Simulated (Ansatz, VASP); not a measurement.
**MoS2 in VASP and in Ansatz**

The input INCAR:

```
SYSTEM = MoS2
ALGO     = Normal         ! electronic algorithm
EDIFF    = 1E-6           ! SCF threshold, eV
EDIFFG   = -0.002         ! ionic threshold
ENCUT    = 600            ! plane-wave cutoff, eV
GGA      = PE             ! functional
IBRION   = 2              ! ionic algorithm
ISIF     = 3              ! what is computed and relaxed
ISMEAR   = 0              ! smearing method
LASPH    = .True.         ! aspherical terms in the spheres
LCHARG   = .False.        ! write CHGCAR
LREAL    = .False.        ! projectors in reciprocal space
LWAVE    = .False.        ! write WAVECAR
NELM     = 100            ! most SCF steps
NSW      = 100            ! ionic steps
PREC     = Accurate       ! precision mode
SIGMA    = 0.02           ! smearing width, eV
```

File KPOINTS:

```
k-points
0
Gamma
  12 12 2
  0 0 0
```

Contents of POSCAR:

```
MoS2
1.0
    3.1850582814      0.0000000029      0.0000000000
   -1.5925291432      2.7583413828      0.0000000000
    0.0000000000      0.0000000000     14.8039553003
Mo S
2 4
Direct
    0.6666666667      0.3333333333      0.2500000000
    0.3333333333      0.6666666667      0.7500000000
    0.6666666667      0.3333333333      0.6444481857
    0.3333333333      0.6666666667      0.3555518143
    0.6666666667      0.3333333333      0.8555518143
    0.3333333333      0.6666666667      0.1444481857
```

Input for Ansatz:

```yaml
crystal:
  lattice:
    - [3.1850583035, 2.9e-09, 0.0]
    - [-1.5925291542, 2.7583414019, 0.0]
    - [0.0, 0.0, 14.8039561185]
  atoms:
    - { symbol: Mo, position: [0.6666666667, 0.3333333333, 0.25] }
    - { symbol: Mo, position: [0.3333333333, 0.6666666667, 0.75] }
    - { symbol: S, position: [0.6666666667, 0.3333333333, 0.6444481927] }
    - { symbol: S, position: [0.3333333333, 0.6666666667, 0.3555518073] }
    - { symbol: S, position: [0.6666666667, 0.3333333333, 0.8555518073] }
    - { symbol: S, position: [0.3333333333, 0.6666666667, 0.1444481927] }
basis:
  ecutwfc: 420
kpoints:
  mp_grid: { grid: [12, 12, 2] }
hamiltonian:
  xc: pbe
scf:
  occupations: { method: gaussian, width: 0.02 }
output:
  forces: true
  stress: true
  eigenvalues: true
relax:
  adjacent_minimum: "off"
  f_tol: 0.002
  max_steps: 80
  cell: { stress_tol: 0.02 }
```

Alike in both runs: task relaxation of cell and atoms; functional PBE; k mesh 12 × 12 × 2; occupations gaussian, width 0.02 eV; no spin polarisation.

```csv
,VASP,Ansatz
version,VASP 6.6.1,Ansatz 0.2.0
potentials or method,"VASP PAW PBE potentials, release 64 (Mo_sv, S), cutoff 600 eV","scalar-relativistic, plane waves, PAW"
valence electrons in the cell,52,52
```

```csv
,VASP,Ansatz,Ansatz less VASP
"gap on the k mesh at the Fermi level, each at its own relaxed structure (eV)",1.42,1.45,+0.029
relaxed volume (Å³/atom),21.14,21.68,+0.540
relaxed cell length with the largest relative difference (Å),14.440,14.804,+0.3636
```
